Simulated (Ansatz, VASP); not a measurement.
# InSe in VASP and in Ansatz

```
CELL_PARAMETERS angstrom
2.04338 1.17974 8.69376
-2.04338 1.17974 8.69376
0.00000 -2.35949 8.69376
ATOMIC_POSITIONS crystal
In 0.11035 0.11035 0.11035
In 0.00183 0.00183 0.00183
Se 0.61971 0.61971 0.61971
Se 0.82581 0.82581 0.82581
```

Alike in both runs: task single point; functional PBEsol; k mesh 7 × 7 × 7; occupations fermi-dirac, width 0.02 eV; no spin polarisation.

```csv
,VASP,Ansatz
version,VASP 6.6.1,Ansatz 0.2.0
potentials or method,"VASP PAW PBE potentials, release 64 (In_d, Se), cutoff 520 eV","all-electron LAPW, scalar-relativistic"
```

```csv
,VASP,Ansatz,Ansatz less VASP
gap on the k mesh at the Fermi level (eV),0.58,0.59,+0.012
least direct gap on the mesh (eV),0.59,0.60,+0.008
```

VASP's potentials were made for PBE, not for PBEsol. Ansatz ran all-electron here, and VASP with PAW potentials.
